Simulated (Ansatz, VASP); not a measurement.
## TiO2 in VASP and in Ansatz

Contents of INCAR:

```
PREC = Accurate
ENCUT = 520
EDIFF = 1E-6
ISMEAR = 0
SIGMA = 0.05
LREAL = False
LASPH = True
NELM = 150
ALGO = Normal
ISIF = 2
LWAVE = False
LCHARG = False
LMAXMIX = 4
LDAU = True
LDAUTYPE = 2
LDAUL = 2 -1
LDAUU = 4 0
LDAUJ = 0 0
LDAUPRINT = 1
GGA = PE
NBANDS = 33
```

The input KPOINTS:

```
regular mesh
0
Gamma
  6 6 6
```

File POSCAR:

```
TiO2
1.0
    2.6847502805     -2.6848248863     -0.0200337111
    2.6847502805      2.6848248863     -0.0200337111
   -2.6483287093      0.0000000000      4.8834674903
Ti O
2 4
Direct
    0.1250069486      0.8749930514      0.2500000000
    0.8749930514      0.1250069486      0.7500000000
    0.3210199348      0.0710432101      0.6420495915
    0.6789800652      0.9289567899      0.3579504085
    0.9289567899      0.6789800652      0.8579504085
    0.0710432101      0.3210199348      0.1420495915
```

Input for Ansatz:

```yaml
crystal:
  lattice:
    - [2.6847502805, -2.6848248863, -0.0200337111]
    - [2.6847502805, 2.6848248863, -0.0200337111]
    - [-2.6483287093, 0.0, 4.8834674903]
  atoms:
    - { symbol: Ti, position: [0.1250069486, 0.8749930514, 0.25] }
    - { symbol: Ti, position: [0.8749930514, 0.1250069486, 0.75] }
    - { symbol: O, position: [0.3210199348, 0.0710432101, 0.6420495915] }
    - { symbol: O, position: [0.6789800652, 0.9289567899, 0.3579504085] }
    - { symbol: O, position: [0.9289567899, 0.6789800652, 0.8579504085] }
    - { symbol: O, position: [0.0710432101, 0.3210199348, 0.1420495915] }
basis:
  ecutwfc: 520.0
kpoints:
  mp_grid: { grid: [6, 6, 6] }
hamiltonian:
  xc: pbe
  pseudopotentials: { kind: paw, azcp: { folder: soft_1 } }
  hubbard: { sites: [{ species: Ti, l: d, u_eff: 4.0 }] }
scf:
  occupations: { method: gaussian, width: 0.05 }
output:
  forces: true
  stress: true
  eigenvalues: true
```

Alike in both runs: task single point; functional PBE; k mesh 6 × 6 × 6; occupations gaussian, width 0.05 eV; no spin polarisation; Hubbard terms Ti d U = 4.0 eV.

```csv
,VASP,Ansatz
version,VASP 6.6.1,Ansatz 0.2.0
potentials or method,"VASP PAW PBE potentials, release 64 (Ti_sv, O), cutoff 520 eV","scalar-relativistic, plane waves, PAW"
valence electrons in the cell,48,48
```

```csv
,VASP,Ansatz,Ansatz less VASP
gap on the k mesh at the Fermi level (eV),2.84,2.84,+0.007
least direct gap on the mesh (eV),3.06,3.05,-0.013
pressure (GPa),14.3,9.7,-4.59
"traceless stress, the component that is largest in VASP (GPa)",12.57,11.99,-0.582
rms of the force components (eV/Å),0.974,0.866,-0.1087
```

The programs project onto different local orbitals, so the same U acts differently, and such runs can settle in different states. Atom by atom the forces differ by 0.109 eV/Å (rms over components).
